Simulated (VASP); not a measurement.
# BeS (Fm-3m) in VASP: further runs

The runs below take BeS through single point, with PBE, r2SCAN.

Everything below comes from runs of VASP 6.6.1. Logs are shortened: lines on timing, memory, paths and dates and some standing lists are left out, and cuts for length are marked.

## Step 1: The cell of the first run

It takes space group Fm-3m (No. 225, cubic). Conventional cell: a = 4.675 Å, b = 4.675 Å, c = 4.675 Å, α = 90.00°, β = 90.00°, γ = 90.00°. Be (site symmetry m-3m) has 6 S at 2.34 Å within 3.1 Å. Within 3.1 Å of S (site symmetry m-3m) lie 6 Be at 2.34 Å.

## Step 2: Single point, PBE (volume changed by +3%)

INCAR reads:

```
PREC = Accurate ; ENCUT = 520
EDIFF = 1E-6 ; ISMEAR = 0
SIGMA = 0.01 ; LREAL = False
LASPH = True ; NELM = 80
ALGO = Normal ; ISIF = 2
LWAVE = False ; LCHARG = False
GGA = PE ; NBANDS = 11
```

KPOINTS reads:

```
regular mesh
0
Gamma
  8 8 8
```

POSCAR reads:

```
BeS
1.0
    0.0000000000      2.3375297994      2.3375297994
    2.3375297994      0.0000000000      2.3375297994
    2.3375297994      2.3375297994      0.0000000000
Be S
1 1
Direct
    0.0000000000      0.0000000000      0.0000000000
    0.5000000000      0.5000000000      0.5000000000
```

Potentials or basis: VASP PAW PBE potentials, release 64 (Be, S).

Command:

```console
> cat potpaw_PBE.64/Be/POTCAR potpaw_PBE.64/S/POTCAR > POTCAR
> mpirun -np 1 vasp_std > vasp.out
```

OUTCAR:

```text
PREC = Accurate
   ENCUT = 520
   EDIFF = 1E-6
   ISMEAR = 0
   LREAL = False
   LASPH = True
   NELM = 80
   ISIF = 2
   GGA = PE

 ion  position               nearest neighbor table
   1  0.000  0.000  0.000-   2 2.34   2 2.34   2 2.34   2 2.34   2 2.34   2 2.34
   2  0.500  0.500  0.500-   1 2.34   1 2.34   1 2.34   1 2.34   1 2.34   1 2.34

  LATTYP: Found a face centered cubic cell.
 ALAT       =     4.6750595988

  Lattice vectors:

 A1 = (   0.0000000000,   2.3375297994,   2.3375297994)
 A2 = (   2.3375297994,   0.0000000000,   2.3375297994)
 A3 = (   2.3375297994,   2.3375297994,   0.0000000000)

Analysis of symmetry for initial positions (statically):
=====================================================================
 Subroutine PRICEL returns:
 Original cell was already a primitive cell.

 Routine SETGRP: Setting up the symmetry group for a
 face centered cubic supercell.

 Subroutine GETGRP returns: Found 48 space group operations
 (whereof 48 operations were pure point group operations)
 out of a pool of 48 trial point group operations.

The static configuration has the point symmetry O_h .

Analysis of symmetry for dynamics (positions and initial velocities):
=====================================================================
 Subroutine PRICEL returns:
 Original cell was already a primitive cell.

 Routine SETGRP: Setting up the symmetry group for a
 face centered cubic supercell.

 Subroutine GETGRP returns: Found 48 space group operations
 (whereof 48 operations were pure point group operations)
 out of a pool of 48 trial point group operations.

The dynamic configuration has the point symmetry O_h .

 Subroutine INISYM returns: Found 48 space group operations
 (whereof 48 operations are pure point group operations),
 and found     1 'primitive' translations

----------------------------------------------------------------------------------------

                                     Primitive cell

  volume of cell :      25.5447

  direct lattice vectors                    reciprocal lattice vectors
     0.000000000  2.337529799  2.337529799    -0.213901016  0.213901016  0.213901016
     2.337529799  0.000000000  2.337529799     0.213901016 -0.213901016  0.213901016
     2.337529799  2.337529799  0.000000000     0.213901016  0.213901016 -0.213901016

  length of vectors
     3.305766345  3.305766345  3.305766345     0.370487428  0.370487428  0.370487428

  position of ions in fractional coordinates (direct lattice)
     0.000000000  0.000000000  0.000000000
     0.500000000  0.500000000  0.500000000

  ion indices of the primitive-cell ions
   primitive index   ion index
                 1           1
                 2           2

----------------------------------------------------------------------------------------

 KPOINTS: regular mesh

Automatic generation of k-mesh.
 Grid dimensions read from file:
 generate k-points for:    8    8    8

 Generating k-lattice:

  Cartesian coordinates                     Fractional coordinates (reciprocal lattice)
    -0.026737627  0.026737627  0.026737627     0.125000000  0.000000000  0.000000000
     0.026737627 -0.026737627  0.026737627     0.000000000  0.125000000  0.000000000
     0.026737627  0.026737627 -0.026737627     0.000000000  0.000000000  0.125000000

  Length of vectors
     0.046310929  0.046310929  0.046310929

  Shift w.r.t. Gamma in fractional coordinates (k-lattice)
     0.000000000  0.000000000  0.000000000

 Subroutine IBZKPT returns following result:
 ===========================================

 Found     29 irreducible k-points:

 Following reciprocal coordinates:
            Coordinates               Weight
  0.000000  0.000000  0.000000      1.000000
  0.125000  0.000000  0.000000      8.000000
  0.250000  0.000000  0.000000      8.000000
  0.375000  0.000000  0.000000      8.000000
  0.500000  0.000000  0.000000      4.000000
  0.125000  0.125000  0.000000      6.000000
[... 16 lines left out ...]
  0.500000  0.250000  0.125000     48.000000
 -0.375000  0.250000  0.125000     24.000000
 [... further k-points ...]
   k-points           NKPTS =     29   k-points in BZ     NKDIM =     29   number of bands    NBANDS=     11
   number of dos      NEDOS =    301   number of ions     NIONS =      2
   total plane-waves  NPLWV =  21952
   dimension x,y,z NGX =    28 NGY =   28 NGZ =   28
   dimension x,y,z NGXF=    56 NGYF=   56 NGZF=   56
   ions per type =               1   1
   NGX,Y,Z   is equivalent  to a cutoff of  14.08, 14.08, 14.08 a.u.
   NGXF,Y,Z  is equivalent  to a cutoff of  28.16, 28.16, 28.16 a.u.
 SYSTEM =  unknown system
   PREC   = accura    normal or accurate (medium, high low for compatibility)
   ISTART =      0    job   : 0-new  1-cont  2-samecut
   ICHARG =      2    charge: 1-file 2-atom 10-const
   ISPIN  =      1    spin polarized calculation?
   LNONCOLLINEAR =      F non collinear calculations
   LSORBIT =      F    spin-orbit coupling
   LASPH  =      T    aspherical Exc in radial PAW
   ENCUT  =  520.0 eV  38.22 Ry    6.18 a.u.   6.15  6.15  6.15*2*pi/ulx,y,z
   NELM   =     80;   NELMIN=  2; NELMDL= -5     # of ELM steps
   EDIFF  = 0.1E-05   stopping-criterion for ELM
   LREAL  =      F    real-space projection
   EDIFFG = 0.1E-04   stopping-criterion for IOM
   NSW    =      0    number of steps for IOM
   IBRION =     -1    ionic relax: 0-MD 1-quasi-New 2-CG
   NFREE  =      0    steps in history (QN), initial steepest desc. (CG)
   ISIF   =      2    stress and relaxation
   ISYM   =      2    0-nonsym 1-usesym 2-fastsym
   POTIM  = 0.5000    time-step for ionic-motion
   TEBEG  =    0.0;   TEEND  =   0.0 temperature during run
   PSTRESS=    0.0 pullay stress
   NELECT =       8.0000    total number of electrons
   NUPDOWN=      -1.0000    fix difference up-down
   EMIN   =  10.00;   EMAX   =-10.00  energy-range for DOS
   EFERMI =   0.00;   METHOD = LEGACY
   ISMEAR =     0;   SIGMA  =   0.01  broadening in eV -4-tet -1-fermi 0-gaus
   EFERMI_NEDOS =   21; number of points for ismear=-14 and -15
   IALGO  =     38    algorithm
   IMIX   =      4    mixing-type and parameters
     AMIX     =   0.40;   BMIX     =  1.00
     AMIX_MAG =   1.60;   BMIX_MAG =  1.00
  volume/ion in A,a.u.               =      12.77        86.19
  Fermi-wavevector in a.u.,A,eV,Ry     =   1.111743  2.100889 16.816422  1.235972
  Thomas-Fermi vector in A             =   2.248309
   LORBIT       =      0    0 simple, 1 ext, 2 COOP (PROOUT), +10 PAW based schemes
   GGA     = PE    functional components
   LHFCALC =     F    Hartree Fock is set to
   AEXX    =    0.0000 exact exchange contribution
   IVDW    =     0    specifies the selected vdW correction
   LEPSILON=     F    determine dielectric tensor
   LRPA    =     F    only Hartree local field effects (RPA)
 non-spin polarized calculation
 Gauss-broadening in eV      SIGMA  =   0.01
  energy-cutoff  :      520.00
  volume of cell :       25.54
 maximum number of plane-waves:       701
 NGX is ok and might be reduce to    28
   NGX = 13   NGY = 13   NGZ = 13

 number of electron       7.9999999 magnetization

 Free energy of the ion-electron system (eV)
  ---------------------------------------------------
  ext. energy  EPLUGINS =         0.00000000
  ---------------------------------------------------
  free energy    TOTEN  =        -8.88565067 eV

  energy without entropy =       -8.88565067  energy(sigma->0) =       -8.88565067

 E-fermi :   6.3097     XC(G=0): -10.4983

 val. band max:        6.2566915110   @ k =  -0.1250   0.1250   0.0000
 cond. band min:       7.2416087033   @ k =   0.5000   0.5000   0.0000
 fundamental gap:      0.9849171923
 Fermi energy:         6.3097185799

 k-point     1 :       0.0000    0.0000    0.0000
  band No.  band energies     occupation
      1      -8.5861      2.00000
      2       5.9881      2.00000
      3       5.9881      2.00000
      4       5.9881      2.00000
      5      11.2698      0.00000
      6      15.1402      0.00000
      7      15.1402      0.00000
      8      15.1402      0.00000
      9      15.7248      0.00000
     10      15.7248      0.00000
     11      15.7248      0.00000

 k-point     2 :       0.1250    0.0000    0.0000
  band No.  band energies     occupation
      1      -8.3634      2.00000
      2       4.6628      2.00000
      3       5.9291      2.00000
      4       5.9291      2.00000
      5      11.7892      0.00000
      6      13.9654      0.00000
      7      13.9654      0.00000
      8      14.6160      0.00000
      9      15.8517      0.00000
     10      15.8517      0.00000
     11      16.3397      0.00000

 k-point     3 :       0.2500    0.0000    0.0000
  band No.  band energies     occupation
      1      -7.7364      2.00000
      2       2.2798      2.00000
      3       5.8286      2.00000
      4       5.8286      2.00000
      5      11.3197      0.00000
      6      12.0393      0.00000
      7      12.0393      0.00000
      8      15.6150      0.00000
      9      17.1553      0.00000
     10      17.4784      0.00000
     11      17.4784      0.00000

 k-point     4 :       0.3750    0.0000    0.0000
  band No.  band energies     occupation
      1      -6.8946      2.00000
      2       0.1813      2.00000
      3       5.7875      2.00000
      4       5.7875      2.00000
      5      10.6189      0.00000
      6      10.7297      0.00000
      7      10.7297      0.00000
      8      16.1338      0.00000
      9      19.3323      0.00000
     10      19.8565      0.00000
     11      19.8565      0.00000
[... 239 lines left out ...]
 k-point    22 :       0.3750    0.2500    0.1250
  band No.  band energies     occupation
      1      -7.1938      2.00000
      2       2.1274      2.00000
      3       3.6043      2.00000
      4       5.2721      2.00000
      5      10.0003      0.00000
      6      12.6678      0.00000
      7      13.4922      0.00000
      8      15.1481      0.00000
      9      16.4191      0.00000
     10      19.7235      0.00000
     11      21.3447      0.00000

 k-point    23 :       0.5000    0.2500    0.1250
  band No.  band energies     occupation
      1      -6.4083      2.00000
      2       0.6260      2.00000
      3       2.9936      2.00000
      4       4.6907      2.00000
      5      10.1157      0.00000
      6      11.5859      0.00000
      7      14.0720      0.00000
      8      15.8788      0.00000
      9      17.5337      0.00000
     10      21.0625      0.00000
     11      21.8883      0.00000

 k-point    24 :      -0.3750    0.2500    0.1250
  band No.  band energies     occupation
      1      -5.9768      2.00000
      2      -0.1502      2.00000
      3       2.9220      2.00000
      4       4.3506      2.00000
      5      10.5087      0.00000
      6      10.8793      0.00000
      7      14.1037      0.00000
      8      17.2148      0.00000
      9      18.3850      0.00000
     10      19.2271      0.00000
     11      22.7743      0.00000

 [... further k-points ...]

------------------------ aborting loop because EDIFF is reached ----------------------------------------

  FORCE on cell =-STRESS in cart. coord.  units (eV):
  Direction    XX          YY          ZZ          XY          YZ          ZX
  --------------------------------------------------------------------------------------
  -------------------------------------------------------------------------------------
  Total       -0.4874157     -0.4874157     -0.4874157     -0.0000000      0.0000000      0.0000000
  in kB      -30.5709260    -30.5709260    -30.5709260     -0.0000000      0.0000000      0.0000000
  external PRESSURE =     -30.5709260 kB  Pullay stress =       0.0000000 kB

 VOLUME and BASIS-vectors are now :
 -----------------------------------------------------------------------------
  energy-cutoff  :      520.00
  volume of cell :       25.54
      direct lattice vectors                 reciprocal lattice vectors
     0.000000000  2.337529799  2.337529799    -0.213901016  0.213901016  0.213901016
     2.337529799  0.000000000  2.337529799     0.213901016 -0.213901016  0.213901016
     2.337529799  2.337529799  0.000000000     0.213901016  0.213901016 -0.213901016

 POSITION                                       TOTAL-FORCE (eV/Angst)
 -----------------------------------------------------------------------------------
      0.00000      0.00000      0.00000        -0.000000      0.000000      0.000000
      2.33753      2.33753      2.33753         0.000000     -0.000000     -0.000000
 -----------------------------------------------------------------------------------
    total drift:                                0.000000      0.000000      0.000000

  FREE ENERGIE OF THE ION-ELECTRON SYSTEM (eV)
  ---------------------------------------------------
  free  energy   TOTEN  =        -8.8856506745 eV

  energy  without entropy=       -8.8856506745  energy(sigma->0) =       -8.88565067
```

Wall time 4.3 s (1 thread of Intel Xeon 6975P-C (Granite Rapids), shared host); peak memory 0.15 GiB.

Results:

```yaml
Free_energy: -8.8857 eV
Pressure: -3.1 GPa
Band_gap_on_the_k_mesh: 0.98 eV, indirect (least direct gap 4.03 eV)
```

Levels at points of the mesh, in eV from the valence-band top:
| k point | band 1 | band 2 | band 3 | band 4 | band 5 | band 6 | band 7 | band 8 | band 9 |
| --- | --- | --- | --- | --- | --- | --- | --- | --- | --- |
| (0.00, 0.00, 0.00) | -14.84 | -0.27 | -0.27 | -0.27 | 5.01 | 8.88 | 8.88 | 8.88 | 9.47 |
| (0.50, 0.00, 0.00) | -12.68 | -6.99 | -0.47 | -0.47 | 4.00 | 4.00 | 4.10 | 9.96 | 15.43 |
| (0.50, 0.50, 0.00) | -11.69 | -6.54 | -3.04 | -3.04 | 0.98 | 4.47 | 11.55 | 11.55 | 13.27 |

 A k mesh can miss the band edges.

## Step 3: Single point, PBE (volume changed by +6%)

INCAR reads:

```
SYSTEM = BeS
ALGO = Normal
EDIFF = 1E-6
ENCUT = 520
GGA = PE
ISIF = 2
ISMEAR = 0
LASPH = .TRUE.
LCHARG = .FALSE.
LREAL = .FALSE.
LWAVE = .FALSE.
NBANDS = 11
NELM = 100
PREC = Accurate
SIGMA = 0.01
```

KPOINTS reads:

```
k-points
0
G
  8 8 8
  0 0 0
```

POSCAR reads:

```
BeS
1.0
    0.0000000000      2.3600074263      2.3600074263
    2.3600074263      0.0000000000      2.3600074263
    2.3600074263      2.3600074263      0.0000000000
Be S
1 1
Direct
    0.0000000000      0.0000000000      0.0000000000
    0.5000000000      0.5000000000      0.5000000000
```

Potentials or basis: VASP PAW PBE potentials, release 64 (Be, S).

Command:

```console
> cat potpaw_PBE.64/Be/POTCAR potpaw_PBE.64/S/POTCAR > POTCAR
> mpirun -np 1 vasp_std > vasp.out
```

Run time: 4.4 s. Hardware: 1 thread of Intel Xeon 6975P-C (Granite Rapids), shared host; peak memory 0.15 GiB.

It converged, with:

- Free energy: -8.8655 eV
- Pressure: -5.7 GPa
- Band gap on the k mesh: 0.97 eV, indirect (least direct gap 3.90 eV)

Levels at points of the mesh, in eV from the valence-band top:
```tsv
k point	band 2	band 3	band 4	band 5	band 6	band 7
(0.00, 0.00, 0.00)	-0.26	-0.26	-0.26	4.70	8.91	8.91
(0.50, 0.00, 0.00)	-6.79	-0.44	-0.44	4.04	4.04	4.05
(0.50, 0.50, 0.00)	-6.31	-2.93	-2.93	0.97	4.59	11.30
```

 A k mesh can miss the band edges.

[end of part 1 of 3]
